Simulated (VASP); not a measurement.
# MnS (Fm-3m) in VASP: notebook

MnS is run at these levels: PBE; tasks: single point.

Everything below comes from runs of VASP 6.6.1. Logs are shortened: lines on timing, memory, paths and dates and some standing lists are left out, and cuts for length are marked.

**1. The cell of the first run**

It takes space group Fm-3m (No. 225, cubic). The conventional cell has a = 5.095 Å, b = 5.095 Å, c = 5.095 Å, α = 90.00°, β = 90.00°, γ = 90.00°. Mn (site symmetry m-3m) has 6 S at 2.55 Å within 3.4 Å. Within 3.4 Å of S (site symmetry m-3m) lie 6 Mn at 2.55 Å.

**2. Single point, PBE, collinear spin, ferromagnetic start**

INCAR reads:

```
SYSTEM = MnS
ALGO = Normal ; EDIFF = 1E-6
ENCUT = 520 ; GGA = PE
ISIF = 2 ; ISMEAR = 0
ISPIN = 2 ; LASPH = .True.
LCHARG = .False. ; LMAXMIX = 4
LORBIT = 11 ; LREAL = .False.
LWAVE = .False. ; MAGMOM = 4.6 0.15
NBANDS = 20 ; NELM = 150
PREC = Accurate ; SIGMA = 0.1
```

KPOINTS reads:

```
k-points
0
Gamma
  14 14 14
  0 0 0
```

POSCAR reads:

```
MnS
1.0
    0.0000000000      2.5476020645      2.5476020645
    2.5476020645      0.0000000000      2.5476020645
    2.5476020645      2.5476020645      0.0000000000
Mn S
1 1
Direct
    0.0000000000      0.0000000000      0.0000000000
    0.5000000000      0.5000000000      0.5000000000
```

Potentials or basis: VASP PAW PBE potentials, release 64 (Mn_pv, S).

Started as:

```
$ cat potpaw_PBE.64/Mn_pv/POTCAR potpaw_PBE.64/S/POTCAR > POTCAR
$ mpirun -np 1 vasp_std > vasp.out
```

OUTCAR:

```text
SYSTEM = MnS
   EDIFF = 1E-6
   ENCUT = 520
   GGA = PE
   ISIF = 2
   ISMEAR = 0
   ISPIN = 2
   LASPH = .True.
   LORBIT = 11
   LREAL = .False.
   NELM = 150
   PREC = Accurate

 ion  position               nearest neighbor table
   1  0.000  0.000  0.000-   2 2.55   2 2.55   2 2.55   2 2.55   2 2.55   2 2.55
   2  0.500  0.500  0.500-   1 2.55   1 2.55   1 2.55   1 2.55   1 2.55   1 2.55

  LATTYP: Found a face centered cubic cell.
 ALAT       =     5.0952041290

  Lattice vectors:

 A1 = (   0.0000000000,   2.5476020645,   2.5476020645)
 A2 = (   2.5476020645,   0.0000000000,   2.5476020645)
 A3 = (   2.5476020645,   2.5476020645,   0.0000000000)

Analysis of symmetry for initial positions (statically):
=====================================================================
 Subroutine PRICEL returns:
 Original cell was already a primitive cell.

 Routine SETGRP: Setting up the symmetry group for a
 face centered cubic supercell.

 Subroutine GETGRP returns: Found 48 space group operations
 (whereof 48 operations were pure point group operations)
 out of a pool of 48 trial point group operations.

The static configuration has the point symmetry O_h .

Analysis of symmetry for dynamics (positions and initial velocities):
=====================================================================
 Subroutine PRICEL returns:
 Original cell was already a primitive cell.

 Routine SETGRP: Setting up the symmetry group for a
 face centered cubic supercell.

 Subroutine GETGRP returns: Found 48 space group operations
 (whereof 48 operations were pure point group operations)
 out of a pool of 48 trial point group operations.

The dynamic configuration has the point symmetry O_h .

Analysis of structural, dynamic, and magnetic symmetry:
=====================================================================
 Subroutine PRICEL returns:
 Original cell was already a primitive cell.

 Routine SETGRP: Setting up the symmetry group for a
 face centered cubic supercell.

 Subroutine GETGRP returns: Found 48 space group operations
 (whereof 48 operations were pure point group operations)
 out of a pool of 48 trial point group operations.

The overall configuration has the point symmetry O_h .

 Subroutine INISYM returns: Found 48 space group operations
 (whereof 48 operations are pure point group operations),
 and found     1 'primitive' translations

----------------------------------------------------------------------------------------

                                     Primitive cell

  volume of cell :      33.0693

  direct lattice vectors                    reciprocal lattice vectors
     0.000000000  2.547602064  2.547602064    -0.196262991  0.196262991  0.196262991
     2.547602064  0.000000000  2.547602064     0.196262991 -0.196262991  0.196262991
     2.547602064  2.547602064  0.000000000     0.196262991  0.196262991 -0.196262991

  length of vectors
     3.602853391  3.602853391  3.602853391     0.339937471  0.339937471  0.339937471

  position of ions in fractional coordinates (direct lattice)
     0.000000000  0.000000000  0.000000000
     0.500000000  0.500000000  0.500000000

  ion indices of the primitive-cell ions
   primitive index   ion index
                 1           1
                 2           2

----------------------------------------------------------------------------------------

 KPOINTS: k-points

Automatic generation of k-mesh.
 Grid dimensions read from file:
 generate k-points for:   14   14   14

 Generating k-lattice:

  Cartesian coordinates                     Fractional coordinates (reciprocal lattice)
    -0.014018785  0.014018785  0.014018785     0.071428571  0.000000000  0.000000000
     0.014018785 -0.014018785  0.014018785     0.000000000  0.071428571  0.000000000
     0.014018785  0.014018785 -0.014018785     0.000000000  0.000000000  0.071428571

  Length of vectors
     0.024281248  0.024281248  0.024281248

  Shift w.r.t. Gamma in fractional coordinates (k-lattice)
     0.000000000  0.000000000  0.000000000

 Subroutine IBZKPT returns following result:
 ===========================================

 Found    104 irreducible k-points:

 Following reciprocal coordinates:
            Coordinates               Weight
  0.000000  0.000000  0.000000      1.000000
  0.071429  0.000000  0.000000      8.000000
  0.142857  0.000000  0.000000      8.000000
  0.214286  0.000000  0.000000      8.000000
  0.285714  0.000000  0.000000      8.000000
  0.357143  0.000000  0.000000      8.000000
[... 16 lines left out ...]
  0.214286  0.142857  0.000000     24.000000
  0.285714  0.142857  0.000000     24.000000
 [... further k-points ...]
   k-points           NKPTS =    104   k-points in BZ     NKDIM =    104   number of bands    NBANDS=     20
   number of dos      NEDOS =    301   number of ions     NIONS =      2
   total plane-waves  NPLWV =  21952
   dimension x,y,z NGX =    28 NGY =   28 NGZ =   28
   dimension x,y,z NGXF=    56 NGYF=   56 NGZF=   56
   ions per type =               1   1
   NGX,Y,Z   is equivalent  to a cutoff of  12.92, 12.92, 12.92 a.u.
   NGXF,Y,Z  is equivalent  to a cutoff of  25.84, 25.84, 25.84 a.u.
 SYSTEM =  MnS
   PREC   = accura    normal or accurate (medium, high low for compatibility)
   ISTART =      0    job   : 0-new  1-cont  2-samecut
   ICHARG =      2    charge: 1-file 2-atom 10-const
   ISPIN  =      2    spin polarized calculation?
   LNONCOLLINEAR =      F non collinear calculations
   LSORBIT =      F    spin-orbit coupling
   LASPH  =      T    aspherical Exc in radial PAW
   ENCUT  =  520.0 eV  38.22 Ry    6.18 a.u.   6.70  6.70  6.70*2*pi/ulx,y,z
   NELM   =    150;   NELMIN=  2; NELMDL= -5     # of ELM steps
   EDIFF  = 0.1E-05   stopping-criterion for ELM
   LREAL  =      F    real-space projection
[... 7 lines left out ...]
   TEBEG  =    0.0;   TEEND  =   0.0 temperature during run
   PSTRESS=    0.0 pullay stress
   NELECT =      19.0000    total number of electrons
   NUPDOWN=      -1.0000    fix difference up-down
   EMIN   =  10.00;   EMAX   =-10.00  energy-range for DOS
   EFERMI =   0.00;   METHOD = LEGACY
   ISMEAR =     0;   SIGMA  =   0.10  broadening in eV -4-tet -1-fermi 0-gaus
   EFERMI_NEDOS =   21; number of points for ismear=-14 and -15
   IALGO  =     38    algorithm
   IMIX   =      4    mixing-type and parameters
     AMIX     =   0.40;   BMIX     =  1.00
     AMIX_MAG =   1.60;   BMIX_MAG =  1.00
  volume/ion in A,a.u.               =      16.53       111.58
  Fermi-wavevector in a.u.,A,eV,Ry     =   1.360978  2.571876 25.201543  1.852261
  Thomas-Fermi vector in A             =   2.487594
   LORBIT       =     11    0 simple, 1 ext, 2 COOP (PROOUT), +10 PAW based schemes
   GGA     = PE    functional components
   LHFCALC =     F    Hartree Fock is set to
   AEXX    =    0.0000 exact exchange contribution
   IVDW    =     0    specifies the selected vdW correction
   LEPSILON=     F    determine dielectric tensor
   LRPA    =     F    only Hartree local field effects (RPA)
 spin polarized calculation
 Gauss-broadening in eV      SIGMA  =   0.10
  energy-cutoff  :      520.00
  volume of cell :       33.07
 maximum number of plane-waves:       911
   NGX = 13   NGY = 13   NGZ = 13

 number of electron      19.0000010 magnetization       4.4860395

 Free energy of the ion-electron system (eV)
  ---------------------------------------------------
  ext. energy  EPLUGINS =         0.00000000
  ---------------------------------------------------
  free energy    TOTEN  =       -14.08912719 eV

  energy without entropy =      -14.08445972  energy(sigma->0) =      -14.08679345

 E-fermi :   7.4363     XC(G=0): -10.9807

 val. band max:        7.4326217669   @ k =   0.0714   0.0714   0.0000
 cond. band min:       7.4550997668   @ k =   0.1429   0.0714   0.0000
 fundamental gap:      0.0224779998
 Fermi energy:         7.4363348750

 spin component 1

 k-point     1 :       0.0000    0.0000    0.0000
  band No.  band energies     occupation
      1     -43.1920      1.00000
      2     -43.1920      1.00000
      3     -43.1920      1.00000
      4      -7.6607      1.00000
      5       4.0152      1.00000
      6       4.0152      1.00000
[... 12 lines left out ...]
     19      19.4882      0.00000
     20      20.2192      0.00000

 k-point     2 :       0.0714    0.0000    0.0000
  band No.  band energies     occupation
      1     -43.1926      1.00000
      2     -43.1921      1.00000
      3     -43.1921      1.00000
      4      -7.6034      1.00000
      5       3.8710      1.00000
      6       3.8895      1.00000
[... 498 lines left out ...]
 k-point    24 :       0.2857    0.1429    0.0000
  band No.  band energies     occupation
      1     -43.1975      1.00000
      2     -43.1936      1.00000
      3     -43.1935      1.00000
      4      -6.9184      1.00000
      5       1.7898      1.00000
      6       2.9861      1.00000
[... 12 lines left out ...]
     19      20.9578      0.00000
     20      23.9135      0.00000

 [... further k-points ...]

 spin component 2

 k-point     1 :       0.0000    0.0000    0.0000
  band No.  band energies     occupation
      1     -38.8455      1.00000
      2     -38.8455      1.00000
      3     -38.8455      1.00000
      4      -7.3857      1.00000
      5       5.6228      1.00000
      6       5.6228      1.00000
[... 12 lines left out ...]
     19      20.5315      0.00000
     20      21.8614      0.00000

 k-point     2 :       0.0714    0.0000    0.0000
  band No.  band energies     occupation
      1     -38.8463      1.00000
      2     -38.8456      1.00000
      3     -38.8456      1.00000
      4      -7.3305      1.00000
      5       5.1825      1.00000
      6       5.4266      1.00000
[... 498 lines left out ...]
 k-point    24 :       0.2857    0.1429    0.0000
  band No.  band energies     occupation
      1     -38.8530      1.00000
      2     -38.8477      1.00000
      3     -38.8474      1.00000
      4      -6.6717      1.00000
      5       2.6147      1.00000
      6       4.2112      1.00000
[... 12 lines left out ...]
     19      21.9437      0.00000
     20      24.5251      0.00000

 [... further k-points ...]
[... 5 lines left out ...]
  --------------------------------------------------------------------------------------
  -------------------------------------------------------------------------------------
  Total       -0.0002733     -0.0002733     -0.0002733      0.0000000      0.0000000     -0.0000000
  in kB       -0.0132428     -0.0132428     -0.0132428      0.0000000      0.0000000     -0.0000000
  external PRESSURE =      -0.0132428 kB  Pullay stress =       0.0000000 kB

 VOLUME and BASIS-vectors are now :
 -----------------------------------------------------------------------------
  energy-cutoff  :      520.00
  volume of cell :       33.07
      direct lattice vectors                 reciprocal lattice vectors
     0.000000000  2.547602064  2.547602064    -0.196262991  0.196262991  0.196262991
     2.547602064  0.000000000  2.547602064     0.196262991 -0.196262991  0.196262991
     2.547602064  2.547602064  0.000000000     0.196262991  0.196262991 -0.196262991

 POSITION                                       TOTAL-FORCE (eV/Angst)
 -----------------------------------------------------------------------------------
      0.00000      0.00000      0.00000         0.000000      0.000000      0.000000
      2.54760      2.54760      2.54760         0.000000      0.000000     -0.000000
 -----------------------------------------------------------------------------------
    total drift:                               -0.000000      0.000000      0.000000

  FREE ENERGIE OF THE ION-ELECTRON SYSTEM (eV)
  ---------------------------------------------------
  free  energy   TOTEN  =       -14.0891271871 eV

  energy  without entropy=      -14.0844597187  energy(sigma->0) =      -14.08679345

 total charge

# of ion       s       p       d       tot
------------------------------------------
    1        0.226   6.183   4.964  11.373
    2        1.328   2.409   0.000   3.737
--------------------------------------------------
tot          1.554   8.592   4.964  15.111

 magnetization (x)

# of ion       s       p       d       tot
------------------------------------------
    1        0.052   0.041   4.002   4.095
    2        0.027   0.057   0.000   0.084
--------------------------------------------------
tot          0.079   0.098   4.002   4.179
```

Run time: 67 s. Hardware: 1 thread of Intel Xeon 6975P-C (Granite Rapids), shared host; peak memory 0.24 GiB.

What came out:

```yaml
Free_energy: -14.0891 eV
Pressure: 0.0 GPa
Net_moment: 4.49 μB per cell
Site_moments: Mn +4.09; S +0.08 μB
Valence_electrons_inside_the_program's_atomic_spheres: Mn 11.37; S 3.74
```

Levels at points of the mesh, in eV from the Fermi level:
Spin up:
| k point | band 10 | band 11 | band 12 | band 13 | band 14 | band 15 |
| --- | --- | --- | --- | --- | --- | --- |
| (0.00, 0.00, 0.00) | -2.01 | -2.01 | -2.01 | 2.19 | 8.70 | 8.70 |
| (0.50, 0.00, 0.00) | -2.40 | 0.60 | 0.60 | 2.83 | 5.40 | 5.40 |
| (0.50, 0.50, 0.00) | -2.65 | -2.65 | -2.10 | 0.98 | 5.53 | 10.69 |
Spin down:
```csv
k point,band 3,band 4,band 5,band 6,band 7,band 8,band 9,band 10,band 11,band 12
"(0.00, 0.00, 0.00)",-46.28,-14.82,-1.81,-1.81,-1.81,0.06,0.06,0.06,0.15,0.15
"(0.50, 0.00, 0.00)",-46.28,-13.38,-6.88,-3.70,-3.70,1.15,1.15,1.37,3.30,3.30
"(0.50, 0.50, 0.00)",-46.29,-13.21,-6.02,-3.45,-3.45,-1.17,0.62,1.42,1.42,1.58
```

Caveat: a cell with one magnetic atom can't hold antiferromagnetic order, which such compounds often take; semilocal functionals often make such compounds metallic where correlation or magnetic order opens a gap, which also shifts bond lengths.

**3. Single point, PBE, collinear spin, ferromagnetic start (14.55 Å³/atom)**

This run uses another cell than the first one, of 14.55 Å³/atom.

INCAR reads:

```
SYSTEM = MnS
PREC = Accurate
ENCUT = 520
EDIFF = 1E-6
ISMEAR = 0
SIGMA = 0.1
LREAL = .FALSE.
LASPH = .TRUE.
NELM = 150
ALGO = Normal
ISIF = 2
LWAVE = .FALSE.
LCHARG = .FALSE.
ISPIN = 2
MAGMOM = 4.42 0.14
LORBIT = 11
LMAXMIX = 4
GGA = PE
NBANDS = 20
```

KPOINTS reads:

```
regular mesh
0
G
  14 14 14
  0 0 0
```

POSCAR reads:

```
MnS
1.0
    0.0000000000      2.4413262243      2.4413262243
    2.4413262243      0.0000000000      2.4413262243
    2.4413262243      2.4413262243      0.0000000000
Mn S
1 1
Direct
    0.0000000000      0.0000000000      0.0000000000
    0.5000000000      0.5000000000      0.5000000000
```

Potentials or basis: VASP PAW PBE potentials, release 64 (Mn_pv, S).

Started as:

```
$ cat potpaw_PBE.64/Mn_pv/POTCAR potpaw_PBE.64/S/POTCAR > POTCAR
$ mpirun -np 1 vasp_std > vasp.out
```

Wall time 62 s (1 thread of AMD EPYC 9R45 (Zen 5), shared host); peak memory 0.2 GiB.

Results (log left out):

```
Free energy                                           : -13.9821 eV
Pressure                                              : 8.4 GPa
Net moment                                            : 3.98 μB per cell
Site moments                                          : Mn +3.70; S +0.05 μB
Valence electrons inside the program's atomic spheres : Mn 11.54; S 3.76
```

Levels at points of the mesh, in eV from the Fermi level:
Spin up:
```tsv
k point	band 9	band 10	band 11	band 12	band 13	band 14	band 15	band 16
(0.00, 0.00, 0.00)	-3.27	-2.10	-2.10	-2.10	3.42	9.12	9.12	9.12
(0.50, 0.00, 0.00)	-2.57	-2.09	1.26	1.26	2.98	5.60	5.60	11.12
(0.50, 0.50, 0.00)	-2.88	-2.36	-2.36	-1.62	1.44	5.87	11.98	14.13
```
Spin down:
```tsv
k point	band 4	band 5	band 6	band 7	band 8	band 9	band 10	band 11
(0.00, 0.00, 0.00)	-15.77	-1.93	-1.93	-1.93	-0.37	-0.37	-0.37	-0.24
(0.50, 0.00, 0.00)	-13.94	-7.77	-4.28	-4.28	1.00	1.00	1.31	3.33
(0.50, 0.50, 0.00)	-13.78	-6.80	-3.84	-3.84	-1.86	0.34	1.33	1.33
```

Caveat: the cell stands under pressure; a cell with one magnetic atom can't hold antiferromagnetic order, which such compounds often take; semilocal functionals often make such compounds metallic where correlation or magnetic order opens a gap, which also shifts bond lengths. With open d or f shells a metallic result of PBE can be an artefact of self-interaction; +U or a hybrid may open a gap.

(Continued in part 2 of 2.)
